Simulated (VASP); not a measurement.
# Cd2Pd3I: single point with PBE

Cd2Pd3I:

```
Cd Pd I
1.0
     4.09506    4.81682   -0.12383
     3.95470   -4.69287    0.06359
     1.30342    0.16796   -7.35067
Cd Pd I
4 6 2
Direct
  0.16615 0.87013 0.99966
  0.85745 0.16725 0.47798
  0.65702 0.34500 0.88864
  0.33946 0.62143 0.43537
  0.16539 0.09788 0.67951
  0.09199 0.17998 0.16993
  0.02959 0.45989 0.94021
  0.47751 0.02962 0.47056
  0.43688 0.33681 0.21680
  0.32781 0.44986 0.72174
  0.62365 0.86942 0.95520
  0.85861 0.62613 0.45588
```

* Program: VASP 6.6.1
* Task: single point
* Functional: PBE
* Potentials or basis: VASP PAW PBE potentials, release 64 (Cd, Pd, I)
* Cutoff: 520 eV
* k mesh: 3 × 3 × 2
* Occupations: gaussian, width 0.1 eV
* Spin: no spin polarisation
* Dipole correction: no
* Further INCAR settings: ALGO = Normal; EDIFF = 1e-06; NBANDS = 73

- Pressure: 12.5 GPa
- Largest force: 4.871 eV/Å
- Band gap on the k mesh: zero (band 61 reaches 4.82 eV, above the bottom of band 62 at 4.64 eV)

Forces in eV/Å, atoms in the order of the input:
```
Cd  -0.873  0.982  0.572
Cd   1.086  0.993 -0.922
Cd  -1.164 -0.912  0.811
Cd   0.299 -1.680  3.844
Pd  -3.100  0.150 -0.224
Pd  -1.353 -1.268 -0.362
Pd   0.222 -1.282 -1.421
Pd  -0.874 -0.647  0.743
Pd   2.023  1.468 -0.454
Pd   3.488  2.188 -2.603
I   -0.166  0.775 -0.163
I    0.414 -0.767  0.180
```

Stress tensor (GPa, compression positive):
```
14.71  1.25  0.56
 1.25 11.94  0.99
 0.56  0.99 10.90
```

Levels at points of the mesh, in eV from the Fermi level:
| k point | band 58 | band 59 | band 60 | band 61 | band 62 | band 63 | band 64 | band 65 |
| --- | --- | --- | --- | --- | --- | --- | --- | --- |
| (0.00, 0.00, 0.00) | -0.68 | -0.36 | -0.29 | 0.04 | 0.46 | 0.66 | 0.96 | 1.27 |
| (0.00, 0.00, 0.50) | -0.75 | -0.47 | -0.38 | 0.08 | 0.24 | 1.04 | 1.17 | 1.70 |

Run time: 7.2 min on 1 thread of AMD EPYC 7R43 64-Core Processor (Zen 3), on a shared host, peak memory 0.39 GiB.

Caveat: the k points lie up to 0.43 Å⁻¹ apart; spin-orbit coupling is left out, which moves the levels of the heavy elements; forces of over 1 eV/Å act on the atoms, so gaps and moduli don't describe the material at rest.
